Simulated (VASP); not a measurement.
# GaP (F-43m) in VASP: G0W0 quasiparticle levels with PBEsol

Aim: the G0W0 quasiparticle levels of GaP with PBEsol.

All numbers are computed with VASP 6.6.1; they aren't measurements. Logs are shortened: lines on timing, memory, paths and dates and some standing lists are left out, and cuts for length are marked.

### 1 The cell of the first run

Symmetry: F-43m, No. 216, cubic system. Conventional cell: a = 5.439 Å, b = 5.439 Å, c = 5.439 Å, α = 90.00°, β = 90.00°, γ = 90.00°. Within 3.1 Å of Ga (site symmetry -43m) lie 4 P at 2.36 Å. Within 3.1 Å of P (site symmetry -43m) lie 4 Ga at 2.36 Å.

### 2 G0W0 quasiparticle levels, PBEsol

File POSCAR:

```
GaP
1.0
    0.0000000000      2.7194371457      2.7194371457
    2.7194371457      0.0000000000      2.7194371457
    2.7194371457      2.7194371457      0.0000000000
Ga P
1 1
Direct
    0.0000000000      0.0000000000      0.0000000000
    0.2500000000      0.2500000000      0.2500000000
```

File INCAR.step1:

```
SYSTEM = GaP
  PREC = Accurate
  ENCUT = 500
  EDIFF = 1E-8
  ISMEAR = 0
  SIGMA = 0.01
  LREAL = .False.
  LASPH = .True.
  NELM = 60
  ALGO = Normal
  LWAVE = .True.
  LCHARG = .False.
  GGA = PS
```

File INCAR.step2:

```
SYSTEM = GaP
  PREC = Accurate
  ENCUT = 500
  EDIFF = 1E-8
  ISMEAR = 0
  SIGMA = 0.01
  LREAL = .False.
  LASPH = .True.
  NELM = 1
  ALGO = Exact
  LWAVE = .True.
  LCHARG = .False.
  GGA = PS
  NBANDS = 100
  LOPTICS = .True.
  ISTART = 1
```

File INCAR.step3:

```
SYSTEM = GaP
  PREC = Accurate
  ENCUT = 500
  EDIFF = 1E-8
  ISMEAR = 0
  SIGMA = 0.01
  LREAL = .False.
  LASPH = .True.
  ALGO = EVGW0
  LWAVE = .False.
  LCHARG = .False.
  GGA = PS
  NELMGW = 1
  NBANDS = 100
  ENCUTGW = 100.0
  NOMEGA = 48
  PRECFOCK = Fast
  ISTART = 1
  NBANDSGW = 17
```

File KPOINTS:

```
regular mesh
0
Gamma
  4 4 4
  0 0 0
```

Potentials or basis: VASP PAW PBE potentials, release 64 (Ga_d_GW, P_GW).

Started as:

```bash
$ cat potpaw_PBE.64/Ga_d_GW/POTCAR potpaw_PBE.64/P_GW/POTCAR > POTCAR
$ cp INCAR.step1 INCAR
$ mpirun -np 1 vasp_std > vasp.out
$ cp INCAR.step2 INCAR
$ mpirun -np 1 vasp_std > vasp.out
$ cp INCAR.step3 INCAR
$ mpirun -np 1 vasp_std > vasp.out
```

OUTCAR:

```text
SYSTEM = GaP
   PREC = Accurate
   ENCUT = 500
   EDIFF = 1E-8
   ISMEAR = 0
   LREAL = .False.
   LASPH = .True.
   GGA = PS
   NELMGW = 1
   ENCUTGW = 100.0
   PRECFOCK = Fast
   ISTART = 1

 ion  position               nearest neighbor table
   1  0.000  0.000  0.000-   2 2.36   2 2.36   2 2.36   2 2.36
   2  0.250  0.250  0.250-   1 2.36   1 2.36   1 2.36   1 2.36

  LATTYP: Found a face centered cubic cell.
 ALAT       =     5.4388742914

  Lattice vectors:

 A1 = (   0.0000000000,   2.7194371457,   2.7194371457)
 A2 = (   2.7194371457,   0.0000000000,   2.7194371457)
 A3 = (   2.7194371457,   2.7194371457,   0.0000000000)

Analysis of symmetry for initial positions (statically):
=====================================================================
 Subroutine PRICEL returns:
 Original cell was already a primitive cell.

 Routine SETGRP: Setting up the symmetry group for a
 face centered cubic supercell.

 Subroutine GETGRP returns: Found 24 space group operations
 (whereof 24 operations were pure point group operations)
 out of a pool of 48 trial point group operations.

The static configuration has the point symmetry T_d .

Analysis of symmetry for dynamics (positions and initial velocities):
=====================================================================
 Subroutine PRICEL returns:
 Original cell was already a primitive cell.

 Routine SETGRP: Setting up the symmetry group for a
 face centered cubic supercell.

 Subroutine GETGRP returns: Found 24 space group operations
 (whereof 24 operations were pure point group operations)
 out of a pool of 48 trial point group operations.

The dynamic configuration has the point symmetry T_d .

 Subroutine INISYM returns: Found 24 space group operations
 (whereof 24 operations are pure point group operations),
 and found     1 'primitive' translations

----------------------------------------------------------------------------------------

                                     Primitive cell

  volume of cell :      40.2223

  direct lattice vectors                    reciprocal lattice vectors
     0.000000000  2.719437146  2.719437146    -0.183861576  0.183861576  0.183861576
     2.719437146  0.000000000  2.719437146     0.183861576 -0.183861576  0.183861576
     2.719437146  2.719437146  0.000000000     0.183861576  0.183861576 -0.183861576

  length of vectors
     3.845864893  3.845864893  3.845864893     0.318457592  0.318457592  0.318457592

  position of ions in fractional coordinates (direct lattice)
     0.000000000  0.000000000  0.000000000
     0.250000000  0.250000000  0.250000000

  ion indices of the primitive-cell ions
   primitive index   ion index
                 1           1
                 2           2

----------------------------------------------------------------------------------------

 KPOINTS: regular mesh

Automatic generation of k-mesh.
 Grid dimensions read from file:
 generate k-points for:    4    4    4

 Generating k-lattice:

  Cartesian coordinates                     Fractional coordinates (reciprocal lattice)
    -0.045965394  0.045965394  0.045965394     0.250000000  0.000000000  0.000000000
     0.045965394 -0.045965394  0.045965394     0.000000000  0.250000000  0.000000000
     0.045965394  0.045965394 -0.045965394     0.000000000  0.000000000  0.250000000

  Length of vectors
     0.079614398  0.079614398  0.079614398

  Shift w.r.t. Gamma in fractional coordinates (k-lattice)
     0.000000000  0.000000000  0.000000000

 Subroutine IBZKPT returns following result:
 ===========================================

 Found      8 irreducible k-points:

 Following reciprocal coordinates:
            Coordinates               Weight
  0.000000  0.000000  0.000000      1.000000
  0.250000  0.000000  0.000000      8.000000
  0.500000  0.000000  0.000000      4.000000
  0.250000  0.250000  0.000000      6.000000
  0.500000  0.250000  0.000000     24.000000
 -0.250000  0.250000  0.000000     12.000000
  0.500000  0.500000  0.000000      3.000000
 -0.250000  0.500000  0.250000      6.000000
   k-points           NKPTS =      8   k-points in BZ     NKDIM =     64   number of bands    NBANDS=    100
   number of dos      NEDOS =    301   number of ions     NIONS =      2
   total plane-waves  NPLWV =  21952
   dimension x,y,z NGX =    28 NGY =   28 NGZ =   28
   dimension x,y,z NGXF=    56 NGYF=   56 NGZF=   56
   ions per type =               1   1
   NGX,Y,Z   is equivalent  to a cutoff of  12.10, 12.10, 12.10 a.u.
   NGXF,Y,Z  is equivalent  to a cutoff of  24.21, 24.21, 24.21 a.u.
 SYSTEM =  GaP
   PREC   = accura    normal or accurate (medium, high low for compatibility)
   ISTART =      1    job   : 0-new  1-cont  2-samecut
   ICHARG =      0    charge: 1-file 2-atom 10-const
   ISPIN  =      1    spin polarized calculation?
   LNONCOLLINEAR =      F non collinear calculations
   LSORBIT =      F    spin-orbit coupling
   LASPH  =      T    aspherical Exc in radial PAW
   ENCUT  =  500.0 eV  36.75 Ry    6.06 a.u.   7.01  7.01  7.01*2*pi/ulx,y,z
   NELM   =     60;   NELMIN=  2; NELMDL=  0     # of ELM steps
   EDIFF  = 0.1E-07   stopping-criterion for ELM
   LREAL  =      F    real-space projection
   EDIFFG = 0.1E-06   stopping-criterion for IOM
   NSW    =      0    number of steps for IOM
   IBRION =     -1    ionic relax: 0-MD 1-quasi-New 2-CG
   NFREE  =      0    steps in history (QN), initial steepest desc. (CG)
   ISIF   =      0    stress and relaxation
   ISYM   =      3    0-nonsym 1-usesym 2-fastsym
   POTIM  = 0.5000    time-step for ionic-motion
   TEBEG  =    0.0;   TEEND  =   0.0 temperature during run
   PSTRESS=    0.0 pullay stress
   NELECT =      18.0000    total number of electrons
   NUPDOWN=      -1.0000    fix difference up-down
   EMIN   =  10.00;   EMAX   =-10.00  energy-range for DOS
   EFERMI =   0.00;   METHOD = LEGACY
   ISMEAR =     0;   SIGMA  =   0.01  broadening in eV -4-tet -1-fermi 0-gaus
   EFERMI_NEDOS =   21; number of points for ismear=-14 and -15
   IALGO  =     38    algorithm
   IMIX   =      4    mixing-type and parameters
     AMIX     =   0.40;   BMIX     =  1.00
     AMIX_MAG =   1.60;   BMIX_MAG =  1.00
  volume/ion in A,a.u.               =      20.11       135.72
  Fermi-wavevector in a.u.,A,eV,Ry     =   1.252208  2.366331 21.334290  1.568026
  Thomas-Fermi vector in A             =   2.386120
   LORBIT       =      0    0 simple, 1 ext, 2 COOP (PROOUT), +10 PAW based schemes
   GGA     = PS    functional components
   LHFCALC =     T    Hartree Fock is set to
   PRECFOCK=fast      Normal, Fast or Accurate (Low or Medium for compatibility)
   ENCUT4O =  -1.0   cutoff for four orbital integrals eV
   NKREDX  =     1    reduce k-point grid by
   NKREDY  =     1    reduce k-point grid by
   NKREDZ  =     1    reduce k-point grid by
   AEXX    =    1.0000 exact exchange contribution
   HFSCREEN=    0.0000 screening length (either q_TF or 0.3 A-1)
   HFSCREENC=   0.0000 screening length for correlation (either q_TF or 0.3 A-1)
   ENCUTFOCK=  -1.0 apply spherical cutoff to Coloumb kernel
   IVDW    =     0    specifies the selected vdW correction
   LEPSILON=     F    determine dielectric tensor
   LRPA    =     F    only Hartree local field effects (RPA)
   LRPAFORCE           =     F    calculate RPA forces
   ENCUTGW             = 100.0    cutoff for response function in eV
   ENCUTGWSOFT         =  80.0    soft cutoff for Coulomb kernel in GW response function in eV
   ENCUTLF             =  -1.0    cutoff for local field effects
   NELMGW              =     1    number of iterations in solving QP/BSE equation
   NELMHF              =     1    number of iterations in the inner HF iteration
   NKREDLFX            =     1    NKREDLFY  =   1   NKREDLFZ  =   1
 non-spin polarized calculation
 Gauss-broadening in eV      SIGMA  =   0.01
  energy-cutoff  :      500.00
  volume of cell :       40.22
 maximum number of plane-waves:      1036
  NGX = 16; NGY = 16; NGZ = 16
   NGX = 13   NGY = 13   NGZ = 13
 maximum number of plane-waves:       100
 NGX is ok and might be reduce to    14

 QP shifts <psi_nk| G(iteration)W_0 |psi_nk>: iteration 1
 for sc-GW calculations column KS-energies equals QP-energies in previous step
 and V_xc(KS)=  KS-energies - (<T + V_ion + V_H > + <T+V_H+V_ion>^1  + <V_x>^1)

 k-point   1 :       0.0000    0.0000    0.0000
  band No.  KS-energies  QP-energies   sigma(KS)   V_xc(KS)     V^pw_x(r,r')   Z            occupation Imag(sigma)

      1     -10.2181     -12.9487     -25.6122     -21.6446     -34.9681       0.6882       2.0000       0.2404
      2     -10.2181     -12.9487     -25.6122     -21.6446     -34.9681       0.6882       2.0000       0.2404
      3     -10.2181     -12.9487     -25.6122     -21.6446     -34.9681       0.6882       2.0000       0.2404
      4     -10.1171     -12.8838     -25.7812     -21.7694     -35.1077       0.6897       2.0000       0.2051
      5     -10.1171     -12.8838     -25.7812     -21.7694     -35.1077       0.6897       2.0000       0.2051
      6      -8.1977      -8.5809     -12.0040     -11.4117     -18.6540       0.6470       2.0000       1.0601
[... 9 lines left out ...]
     16      14.0595      14.4246     -10.4508     -10.9395      -5.0208       0.7471       0.0000      -0.2705
     17      16.6512      16.7447      -8.3697      -8.4933      -2.4582       0.7569       0.0000      -0.4970

 k-point   2 :       0.2500    0.0000    0.0000
  band No.  KS-energies  QP-energies   sigma(KS)   V_xc(KS)     V^pw_x(r,r')   Z            occupation Imag(sigma)

      1     -10.2628     -12.9268     -25.2968     -21.4143     -34.6254       0.6861       2.0000       0.2627
      2     -10.2034     -12.9401     -25.6450     -21.6722     -35.0029       0.6889       2.0000       0.2389
      3     -10.2034     -12.9401     -25.6450     -21.6722     -35.0029       0.6889       2.0000       0.2389
      4     -10.1164     -12.8900     -25.7819     -21.7715     -35.1122       0.6916       2.0000       0.2053
      5     -10.1164     -12.8900     -25.7819     -21.7715     -35.1122       0.6916       2.0000       0.2053
      6      -7.4095      -7.8501     -12.4315     -11.7802     -18.8555       0.6765       2.0000       0.9876
[... 9 lines left out ...]
     16      14.0881      14.2016      -8.0973      -8.2469      -2.5081       0.7584       0.0000      -0.3447
     17      17.3114      17.5691      -9.0846      -9.4287      -2.9914       0.7490       0.0000      -0.5663

 k-point   3 :       0.5000    0.0000    0.0000
  band No.  KS-energies  QP-energies   sigma(KS)   V_xc(KS)     V^pw_x(r,r')   Z            occupation Imag(sigma)

      1     -10.3007     -12.9220     -25.1024     -21.2732     -34.4166       0.6845       2.0000       0.2777
      2     -10.1932     -12.9322     -25.6605     -21.6846     -35.0157       0.6889       2.0000       0.2370
      3     -10.1932     -12.9322     -25.6605     -21.6846     -35.0157       0.6889       2.0000       0.2370
      4     -10.1100     -12.8901     -25.7995     -21.7895     -35.1387       0.6933       2.0000       0.2067
      5     -10.1100     -12.8901     -25.7995     -21.7895     -35.1387       0.6933       2.0000       0.2067
      6      -6.0826      -6.5621     -13.1653     -12.4777     -19.2224       0.6975       2.0000       0.8363
[... 9 lines left out ...]
     16      15.9541      16.3600     -10.4803     -11.0208      -4.3471       0.7508       0.0000      -0.5015
     17      17.8834      18.1190     -10.2761     -10.5898      -3.9742       0.7511       0.0000      -0.6827

 k-point   4 :       0.2500    0.2500    0.0000
  band No.  KS-energies  QP-energies   sigma(KS)   V_xc(KS)     V^pw_x(r,r')   Z            occupation Imag(sigma)

      1     -10.2863     -12.9379     -25.2463     -21.3788     -34.5757       0.6856       2.0000       0.2663
      2     -10.1861     -12.9361     -25.6890     -21.7079     -35.0514       0.6908       2.0000       0.2374
      3     -10.1861     -12.9361     -25.6890     -21.7079     -35.0514       0.6908       2.0000       0.2374
      4     -10.1345     -12.8791     -25.7189     -21.7196     -35.0397       0.6863       2.0000       0.2079
      5     -10.1063     -12.8898     -25.8020     -21.7902     -35.1375       0.6938       2.0000       0.2043
      6      -7.1446      -7.5764     -12.4729     -11.8280     -18.8079       0.6695       2.0000       0.9614
[... 37 lines left out ...]
      2     -10.1891     -12.9352     -25.6734     -21.6910     -35.0268       0.6895       2.0000       0.2345
      3     -10.1840     -12.9348     -25.6916     -21.7128     -35.0559       0.6914       2.0000       0.2383
      4     -10.1192     -12.8831     -25.7688     -21.7616     -35.0988       0.6897       2.0000       0.2053
      5     -10.1158     -12.8918     -25.7761     -21.7679     -35.1092       0.6926       2.0000       0.2062
      6      -6.2819      -6.7419     -12.8852     -12.2150     -18.9636       0.6863       2.0000       0.8521
[... 9 lines left out ...]
     16      17.6035      17.9976     -10.5472     -11.0750      -4.0771       0.7467       0.0000      -0.6597
     17      17.8378      18.0913      -8.9801      -9.3173      -2.8640       0.7517       0.0000      -0.5646

 k-point   7 :       0.5000    0.5000    0.0000
  band No.  KS-energies  QP-energies   sigma(KS)   V_xc(KS)     V^pw_x(r,r')   Z            occupation Imag(sigma)

      1     -10.3370     -12.9420     -25.0827     -21.2623     -34.4063       0.6819       2.0000       0.2789
      2     -10.1550     -12.8878     -25.6455     -21.6614     -34.9594       0.6859       2.0000       0.2121
      3     -10.1519     -12.9291     -25.7715     -21.7782     -35.1429       0.6955       2.0000       0.2342
      4     -10.1519     -12.9291     -25.7715     -21.7782     -35.1429       0.6955       2.0000       0.2342
      5     -10.0953     -12.8877     -25.8214     -21.8109     -35.1652       0.6963       2.0000       0.2028
      6      -5.1569      -5.6025     -13.3144     -12.6689     -19.0998       0.6903       2.0000       0.7241
[... 9 lines left out ...]
     16      17.2222      17.5697     -10.7398     -11.1974      -4.6419       0.7593       0.0000      -0.5779
     17      17.2222      17.5697     -10.7398     -11.1974      -4.6419       0.7593       0.0000      -0.5779

 k-point   8 :      -0.2500    0.5000    0.2500
  band No.  KS-energies  QP-energies   sigma(KS)   V_xc(KS)     V^pw_x(r,r')   Z            occupation Imag(sigma)

      1     -10.3173     -12.9168     -25.0943     -21.2793     -34.4244       0.6814       2.0000       0.2804
      2     -10.1796     -12.9371     -25.7093     -21.7210     -35.0682       0.6914       2.0000       0.2333
      3     -10.1578     -12.9162     -25.7236     -21.7385     -35.0852       0.6922       2.0000       0.2317
      4     -10.1334     -12.8892     -25.7447     -21.7427     -35.0753       0.6886       2.0000       0.2097
      5     -10.1088     -12.8832     -25.7861     -21.7796     -35.1226       0.6925       2.0000       0.2041
      6      -5.0579      -5.5236     -13.5168     -12.8497     -19.3045       0.6982       2.0000       0.7092
[... 9 lines left out ...]
     16      18.0264      18.5047     -10.6491     -11.2946      -4.0417       0.7409       0.0000      -0.6733
     17      18.1403      18.4148     -10.0311     -10.3964      -3.7181       0.7513       0.0000      -0.6666
```

Run time: 3.4 min. Hardware: 1 thread of Intel Xeon 8259CL, shared host; peak memory 0.38 GiB.

What came out:

* Quasiparticle gap: 2.01 eV
* Least direct quasiparticle gap: 2.75 eV
* Band gap of the starting levels on the mesh: 1.47 eV
* Least direct gap of the starting levels on the mesh: 1.79 eV

Caveat: the k points lie up to 0.50 Å⁻¹ apart; bands, screening cutoff and mesh are small and nothing is extrapolated, so the quasiparticle values aren't converged.
